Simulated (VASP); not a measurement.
Write the native input for VASP 6.6.1 that does the following.

| Property | Result |
| --- | --- |
| Task | single point |
| Functional | PBE |
| Potentials or basis | VASP PAW PBE potentials, release 64 (Cd) |
| Cutoff | 520 eV |
| k mesh | 18 × 18 × 18 |
| Occupations | gaussian, width 0.15 eV |
| Spin | no spin polarisation |
| Dipole correction | no |
| Further INCAR settings | ALGO = Fast; EDIFF = 1e-07; NBANDS = 12 |

The structure of Cd lies in POSCAR:

```
Cd
1.0
    0.0000000000      2.2495161112      2.0823770642
    2.2495161112      0.0000000000      2.0823770642
    2.2495161112      2.2495161112      0.0000000000
Cd
1
Direct
    0.0000000000      0.0000000000      0.0000000000
```

This cell differs from its parent crystal: volume 21.075 Å^3 an atom, c/a of the conventional cell 0.9257.

One way to write it, as run:

INCAR

```
SYSTEM = Cd
ALGO = Fast ; EDIFF = 1E-7
ENCUT = 520 ; GGA = PE
ISIF = 2 ; ISMEAR = 0
LASPH = .True. ; LCHARG = .False.
LREAL = .False. ; LWAVE = .False.
NBANDS = 12 ; NELM = 60
PREC = Accurate ; SIGMA = 0.15
```

KPOINTS

```
k-points
0
Gamma
  18 18 18
  0 0 0
```

Potentials or basis: VASP PAW PBE potentials, release 64 (Cd).

The run is started by

```sh
$ cat potpaw_PBE.64/Cd/POTCAR > POTCAR
$ mpirun -np 1 vasp_std > vasp.out
```

It gave:

```json
{
 "Pressure": "4.8 GPa",
 "Band gap on the k mesh": "zero (band 6 reaches 5.24 eV, above the bottom of band 7 at 1.86 eV)"
}
```

Run time: 70 s on 1 thread of Intel Xeon 6975P-C, on a shared host, peak memory 0.23 GiB.
